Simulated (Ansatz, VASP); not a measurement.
# Se: VASP beside Ansatz

```
Se
1.0
     2.72625    0.00000    0.00000
     0.00000    2.72625    0.00000
     0.00000    0.00000    2.76840
Se
1
Direct
  0.00000 0.00000 0.00000
```

Change from the starting cell: strain -0.030 along x and y, -0.015 along z, atoms carried along.

Alike in both runs: task single point; functional LDA; k mesh 16 × 16 × 16; occupations gaussian, width 0.15 eV; no spin polarisation.

```csv
,VASP,Ansatz
version,VASP 6.6.1,Ansatz 0.2.0
potentials or method,"VASP PAW LDA potentials, release 64 (Se), cutoff 520 eV","scalar-relativistic, plane waves, PAW"
valence electrons in the cell,6,16
```

Ansatz gave:

```
gap on the k mesh at the Fermi level (eV)                     : none
pressure (GPa)                                                : 2.9
traceless stress, the component that is largest in VASP (GPa) : -1.10
```

Q: What did VASP give for the same quantities?

A: gap on the k mesh at the Fermi level (eV): none; pressure (GPa): 3.1; traceless stress, the component that is largest in VASP (GPa): -1.12.

LDA's correlation is that of Perdew and Zunger in VASP and of Perdew and Wang (1992) in Ansatz. A gap of «none» marks a metal or a gap that the smearing closes. VASP's potentials hold 6 valence electrons a cell and Ansatz's 16, so a difference there can come from the potentials and not from the codes.
